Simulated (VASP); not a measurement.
A run of VASP 6.6.1 is set up as follows.

Contents of INCAR:

```
PREC = Accurate
ENCUT = 520
EDIFF = 1E-8
ISMEAR = 0
SIGMA = 0.01
LREAL = False
LASPH = True
NELM = 100
ALGO = Normal
ISIF = 2
LWAVE = False
LCHARG = False
GGA = PE
IBRION = 8
NSW = 1
LEPSILON = True
```

File KPOINTS:

```
regular mesh
0
Gamma
  4 4 4
```

The input POSCAR:

```
KMgF3
1.0
    4.0538824298      0.0000000000      0.0000000000
    0.0000000000      4.0538824298      0.0000000000
    0.0000000000      0.0000000000      4.0538824298
K Mg F
1 1 3
Direct
    0.5000000000      0.5000000000      0.5000000000
    0.0000000000      0.0000000000      0.0000000000
    0.0000000000      0.5000000000      0.0000000000
    0.0000000000      0.0000000000      0.5000000000
    0.5000000000      0.0000000000      0.0000000000
```

Potentials or basis: VASP PAW PBE potentials, release 64 (K_sv, Mg, F).

Run with:

```bash
$ cat potpaw_PBE.64/K_sv/POTCAR potpaw_PBE.64/Mg/POTCAR potpaw_PBE.64/F/POTCAR > POTCAR
$ mpirun -np 1 vasp_std > vasp.out
```

Problem. Predict the electronic dielectric tensor (diagonal).

Solution. 2.05.

Problem. Predict the Born charges (mean of the diagonal).

Solution. K +1.18; Mg +2.01; F -1.06 e.

Problem. Estimate the highest phonon frequency at Γ, LO-TO splitting left out.

Solution. 422 cm⁻¹.

Born effective charge tensors (e):
atom 1, K
```
1.18 0.00 0.00
0.00 1.18 0.00
0.00 0.00 1.18
```
atom 2, Mg
```
2.01 0.00 0.00
0.00 2.01 0.00
0.00 0.00 2.01
```
atom 3, F
```
-0.96  0.00  0.00
 0.00 -1.27  0.00
 0.00  0.00 -0.96
```
atom 4, F
```
-0.96  0.00  0.00
 0.00 -0.96  0.00
 0.00  0.00 -1.27
```
atom 5, F
```
-1.27  0.00  0.00
 0.00 -0.96  0.00
 0.00  0.00 -0.96
```

Caveat: the k points lie up to 0.39 Å⁻¹ apart.
